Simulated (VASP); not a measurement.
# Re (C2/c) in VASP: further runs

Runs on Re. Level: revPBE. Tasks: single point.

Program: VASP 6.6.1. These are calculated values, not measurements. Logs are shortened: lines on timing, memory, paths and dates and some standing lists are left out, and cuts for length are marked.

**1. The cell of the first run**

The typed cell holds 2 atoms: a = 2.890 Å, b = 2.890 Å, c = 5.489 Å, α = 105.27°, β = 105.27°, γ = 119.99°.

**2. Single point, revPBE (16.88 Å³/atom)**

INCAR reads:

```
SYSTEM = Re
PREC = Accurate
ENCUT = 520
EDIFF = 1E-6
ISMEAR = -1
SIGMA = 0.1
LREAL = .False.
LASPH = .True.
NELM = 60
ALGO = Normal
ISIF = 2
LWAVE = .False.
LCHARG = .False.
GGA = RE
NBANDS = 14
```

KPOINTS reads:

```
regular mesh
0
Gamma
  17 17 8
  0 0 0
```

POSCAR reads:

```
Re
1.0
   -1.9430269979      1.5965282254      1.4242544996
    1.5965282254     -1.9430269979      1.4242544996
    3.5980677224      3.5980677224     -2.0588676360
Re
2
Direct
    0.9583649146      0.0416350854      0.0000000000
    0.7916350854      0.2083649146      0.5000000000
```

Potentials or basis: VASP PAW PBE potentials, release 64 (Re).

Launch:

```sh
> cat potpaw_PBE.64/Re/POTCAR > POTCAR
> mpirun -np 1 vasp_std > vasp.out
```

OUTCAR:

```text
SYSTEM = Re
   PREC = Accurate
   ENCUT = 520
   EDIFF = 1E-6
   ISMEAR = -1
   LREAL = .False.
   LASPH = .True.
   NELM = 60
   ISIF = 2
   GGA = RE

 ion  position               nearest neighbor table
   1  0.958  0.042  0.000-   2 2.87   2 2.87   2 2.87   2 2.87   2 2.87   2 2.87
   2  0.792  0.208  0.500-   1 2.87   1 2.87   1 2.87   1 2.87   1 2.87   1 2.87

  Warning from LATTYP: Got some problem with cell dimensions!
  Tried to take original basis but could not verify dimensions!
  LATTYP: Found a base centered monoclinic cell.
 ALAT       =     2.8903505527
 B/A-ratio  =     1.7318615546
 C/A-ratio  =     1.6142398711
 COS(beta)  =    -0.0002987469

  Lattice vectors:

 A1 = (  -1.9430269979,   1.5965282254,   1.4242544996)
 A2 = (   1.5965282254,  -1.9430269979,   1.4242544996)
 A3 = (   3.2515689499,   3.2515689499,   0.7896413632)

Analysis of symmetry for initial positions (statically):
=====================================================================
 Subroutine PRICEL returns:
 Original cell was already a primitive cell.

 Routine SETGRP: Setting up the symmetry group for a
 base centered monoclinic supercell.

 Subroutine GETGRP returns: Found  4 space group operations
 (whereof  2 operations were pure point group operations)
 out of a pool of  4 trial point group operations.

The static configuration has the point symmetry C_2 .
 The point group associated with its full space group is C_2h.

Analysis of symmetry for dynamics (positions and initial velocities):
=====================================================================
 Subroutine PRICEL returns:
 Original cell was already a primitive cell.

 Routine SETGRP: Setting up the symmetry group for a
 base centered monoclinic supercell.

 Subroutine GETGRP returns: Found  4 space group operations
 (whereof  2 operations were pure point group operations)
 out of a pool of  4 trial point group operations.

The dynamic configuration has the point symmetry C_2 .
 The point group associated with its full space group is C_2h.

 Subroutine INISYM returns: Found  4 space group operations
 (whereof  2 operations are pure point group operations),
 and found     1 'primitive' translations

----------------------------------------------------------------------------------------

                                     Primitive cell

  volume of cell :      33.7523

  direct lattice vectors                    reciprocal lattice vectors
    -1.943026998  1.596528225  1.424254500    -0.033305294  0.249216079  0.377324706
     1.596528225 -1.943026998  1.424254500     0.249216079 -0.033305294  0.377324706
[... 99 lines left out ...]
   EFERMI =   0.00;   METHOD = LEGACY
   ISMEAR =    -1;   SIGMA  =   0.10  broadening in eV -4-tet -1-fermi 0-gaus
   EFERMI_NEDOS =   21; number of points for ismear=-14 and -15
   IALGO  =     38    algorithm
   IMIX   =      4    mixing-type and parameters
     AMIX     =   0.40;   BMIX     =  1.00
     AMIX_MAG =   1.60;   BMIX_MAG =  1.00
  volume/ion in A,a.u.               =      16.88       113.89
  Fermi-wavevector in a.u.,A,eV,Ry     =   1.220909  2.307183 20.281095  1.490618
  Thomas-Fermi vector in A             =   2.356110
   LORBIT       =      0    0 simple, 1 ext, 2 COOP (PROOUT), +10 PAW based schemes
   GGA     = RE    functional components
   LHFCALC =     F    Hartree Fock is set to
   AEXX    =    0.0000 exact exchange contribution
   IVDW    =     0    specifies the selected vdW correction
   LEPSILON=     F    determine dielectric tensor
   LRPA    =     F    only Hartree local field effects (RPA)
 non-spin polarized calculation
  energy-cutoff  :      520.00
  volume of cell :       33.75
 maximum number of plane-waves:       941
 NGX is ok and might be reduce to    24
   NGX = 11   NGY = 11   NGZ = 21

 number of electron      14.0000000 magnetization

 Free energy of the ion-electron system (eV)
  ---------------------------------------------------
  ext. energy  EPLUGINS =         0.00000000
  ---------------------------------------------------
  free energy    TOTEN  =       -23.50398392 eV

  energy without entropy =      -23.43929528  energy(sigma->0) =      -23.47163960

 E-fermi :   6.3465     XC(G=0): -12.9607

 val. band max:        6.3460937968   @ k =  -0.1176  -0.0000   0.1250
 cond. band min:       6.3500254441   @ k =  -0.2353   0.0588   0.1250
 fundamental gap:      0.0039316473
 Fermi energy:         6.3465146212

 k-point     1 :       0.0000    0.0000    0.0000
  band No.  band energies     occupation
      1      -2.5774      2.00000
      2       0.6695      2.00000
      3       5.0745      1.99999
      4       5.0815      1.99999
      5       5.0832      1.99999
      6       5.7486      1.99495
      7       5.7511      1.99482
      8       6.5090      0.32908
      9       6.5099      0.32651
     10       6.7625      0.03074
     11       9.1046      0.00000
     12       9.1075      0.00000
     13      14.6411      0.00000
     14      20.2376      0.00000
[... 377 lines left out ...]
      1      -2.1826      2.00000
      2       1.0015      2.00000
      3       4.4882      2.00000
      4       5.3426      1.99991
      5       5.3900      1.99986
      6       5.4790      1.99966
      7       5.7594      1.99438
      8       6.0136      1.93081
      9       6.2735      1.34980
     10       6.5221      0.29469
     11       9.2415      0.00000
     12      10.3527      0.00000
     13      14.7746      0.00000
     14      20.8459      0.00000

 [... further k-points ...]

------------------------ aborting loop because EDIFF is reached ----------------------------------------

  FORCE on cell =-STRESS in cart. coord.  units (eV):
  Direction    XX          YY          ZZ          XY          YZ          ZX
  --------------------------------------------------------------------------------------
  -------------------------------------------------------------------------------------
  Total       -6.7582989     -6.7582989     -6.7144290     -0.0644468     -0.0101353     -0.0101353
  in kB     -320.8080049   -320.8080049   -318.7255542     -3.0592070     -0.4811081     -0.4811078
  external PRESSURE =    -320.1138547 kB  Pullay stress =       0.0000000 kB

 VOLUME and BASIS-vectors are now :
 -----------------------------------------------------------------------------
  energy-cutoff  :      520.00
  volume of cell :       33.75
      direct lattice vectors                 reciprocal lattice vectors
    -1.943026998  1.596528225  1.424254500    -0.033305294  0.249216079  0.377324706
     1.596528225 -1.943026998  1.424254500     0.249216079 -0.033305294  0.377324706
     3.598067722  3.598067722 -2.058867636     0.149359727  0.149359727  0.036336878

 POSITION                                       TOTAL-FORCE (eV/Angst)
 -----------------------------------------------------------------------------------
     -1.79566      1.44916      1.42425        -0.000513      0.000513     -0.000000
      0.59353      2.65804      0.39482         0.000513     -0.000513      0.000000
 -----------------------------------------------------------------------------------
    total drift:                               -0.000000     -0.000000      0.000000

  FREE ENERGIE OF THE ION-ELECTRON SYSTEM (eV)
  ---------------------------------------------------
  free  energy   TOTEN  =       -23.5039839199 eV

  energy  without entropy=      -23.4392952764  energy(sigma->0) =      -23.47163960
```

Wall time 2.3 min (1 thread of Intel Xeon Platinum 8488C (Sapphire Rapids), shared host); peak memory 0.38 GiB.

Results:

| Property | Result |
| --- | --- |
| Free energy | -23.5040 eV |
| Pressure | -32.0 GPa |
| Band gap on the k mesh | zero (bands 7 and 8 overlap by 2.60 eV) |

Stress tensor (GPa, compression positive):
```
-32.08  -0.31  -0.05
 -0.31 -32.08  -0.05
 -0.05  -0.05 -31.87
```

Levels at points of the mesh, in eV from the Fermi level:
```csv
k point,band 5,band 6,band 7,band 8,band 9,band 10
"(0.00, 0.00, 0.00)",-1.26,-0.60,-0.60,0.16,0.16,0.42
"(0.00, 0.00, 0.50)",-1.38,-1.38,-1.38,-1.38,2.06,2.06
```

Caveat: the cell stands under tension; the PAW data sets were made with another functional, which shifts forces and pressure a little; spin-orbit coupling is left out, which moves the levels of the heavy elements.

**3. Single point, revPBE**

This run uses another cell than the first one, of 15.07 Å³/atom.

INCAR reads:

```
SYSTEM = Re
PREC     = Accurate       ! precision mode
ENCUT    = 520            ! plane-wave cutoff, eV
EDIFF    = 1E-6           ! SCF threshold, eV
ISMEAR   = -1             ! smearing method
SIGMA    = 0.1            ! smearing width, eV
LREAL    = .FALSE.        ! projectors in reciprocal space
LASPH    = .TRUE.         ! aspherical terms in the spheres
NELM     = 60             ! most SCF steps
ALGO     = Normal         ! electronic algorithm
ISIF     = 2              ! what is computed and relaxed
LWAVE    = .FALSE.        ! write WAVECAR
LCHARG   = .FALSE.        ! write CHGCAR
GGA      = RE             ! functional
NBANDS   = 14             ! bands
ISYM     = 0
```

KPOINTS reads:

```
regular mesh
0
G
  13 13 9
  0 0 0
```

POSCAR reads:

```
Re
1.0
   -1.8709958642      1.5373423581      1.3714550962
    1.5373423581     -1.8709958642      1.3714550962
    3.4646815690      3.4646815690     -1.9825421036
Re
2
Direct
    0.9583649146      0.0416350854      0.0000000000
    0.7916350854      0.2083649146      0.5000000000
```

Potentials or basis: VASP PAW PBE potentials, release 64 (Re).

Launch:

```sh
> cat potpaw_PBE.64/Re/POTCAR > POTCAR
> mpirun -np 1 vasp_std > vasp.out
```

It took 2.4 min on 1 thread of Intel Xeon Platinum 8488C (Sapphire Rapids), shared host; peak memory 0.4 GiB.

It converged, with:

| Item | Value |
| --- | --- |
| Free energy | -23.9082 eV |
| Pressure | -0.7 GPa |
| Band gap on the k mesh | zero (bands 7 and 8 overlap by 2.93 eV) |

Stress tensor (GPa, compression positive):
```
-0.68 -0.10 -0.03
-0.10 -0.68 -0.03
-0.03 -0.03 -0.59
```

Levels at points of the mesh, in eV from the Fermi level:
```csv
k point,band 3,band 4,band 5,band 6,band 7,band 8,band 9,band 10,band 11,band 12
"(0.00, 0.00, 0.00)",-1.52,-1.52,-1.52,-0.72,-0.71,0.18,0.18,0.56,3.25,3.25
```

Caveat: the PAW data sets were made with another functional, which shifts forces and pressure a little; spin-orbit coupling is left out, which moves the levels of the heavy elements.

**4. Single point, revPBE (13.26 Å³/atom)**

This run uses another cell than the first one, of 13.26 Å³/atom.

INCAR reads:

```
SYSTEM = Re
  PREC = Accurate
  ENCUT = 520
  EDIFF = 1E-7
  ISMEAR = -1
  SIGMA = 0.1
  LREAL = .False.
  LASPH = .True.
  NELM = 60
  ALGO = Normal
  ISIF = 2
  LWAVE = .False.
  LCHARG = .False.
  GGA = RE
  NBANDS = 14
```

KPOINTS reads:

```
regular mesh
0
Gamma
  17 17 8
  0 0 0
```

POSCAR reads:

```
Re
1.0
   -1.7929453472      1.4732105404      1.3142434362
    1.4732105404     -1.7929453472      1.3142434362
    3.3201488137      3.3201488137     -1.8998383206
Re
2
Direct
    0.9583649146      0.0416350854      0.0000000000
    0.7916350854      0.2083649146      0.5000000000
```

Launch:

```sh
> cat potpaw_PBE.64/Re/POTCAR > POTCAR
> mpirun -np 1 vasp_std > vasp.out
```

It took 3.4 min on 1 thread of Intel Xeon Platinum 8559C (Emerald Rapids), shared host; peak memory 0.31 GiB.

It converged, with:

| Item | Value |
| --- | --- |
| Free energy | -23.3021 eV |
| Pressure | 60.8 GPa |
| Largest force | 0.006 eV/Å |
| Band gap on the k mesh | zero (bands 7 and 8 overlap by 3.93 eV) |

Forces in eV/Å, atoms in the order of the input:
```
Re   0.004 -0.004  0.000
Re  -0.004  0.004  0.000
```

Stress tensor (GPa, compression positive):
```
60.91  0.00  0.03
 0.00 60.91  0.03
 0.03  0.03 60.66
```

Levels at points of the mesh, in eV from the Fermi level:
```tsv
k point	band 3	band 4	band 5	band 6	band 7	band 8	band 9	band 10	band 11	band 12
(0.00, 0.00, 0.00)	-1.90	-1.90	-1.88	-0.91	-0.91	0.17	0.17	0.87	3.85	3.85
(0.00, 0.00, 0.50)	-2.70	-2.70	-2.04	-2.04	-2.04	-2.04	2.94	2.94	2.95	2.95
```

Caveat: the cell stands under pressure; the PAW data sets were made with another functional, which shifts forces and pressure a little; spin-orbit coupling is left out, which moves the levels of the heavy elements.

**5. Overview**

| cell | k mesh | gap on the mesh (eV) | pressure (GPa) |
| --- | --- | --- | --- |
| a = 2.890, b = 2.890, c = 5.489 Å, angles 105.3, 105.3, 120.0°, 2 atoms | 17 × 17 × 8 | none | -32.0 |
| a = 2.783, b = 2.783, c = 5.286 Å, angles 105.3, 105.3, 120.0°, 2 atoms | 13 × 13 × 9 | none | -0.7 |
| a = 2.667, b = 2.667, c = 5.065 Å, angles 105.3, 105.3, 120.0°, 2 atoms | 17 × 17 × 8 | none | 60.8 |

Alike in all rows: task single point; level revPBE; potentials or basis VASP PAW PBE potentials, release 64 (Re); no spin polarisation; cutoff (eV) 520; smearing fermi-dirac 0.1 eV.

Caveats: the PAW data sets were made with another functional, which shifts forces and pressure a little; spin-orbit coupling is left out, which moves the levels of the heavy elements; the cell stands under tension (at least some runs); the cell stands under pressure (at least some runs).

Total energies depend on the potentials used, so only differences within one code and one set of settings carry meaning.
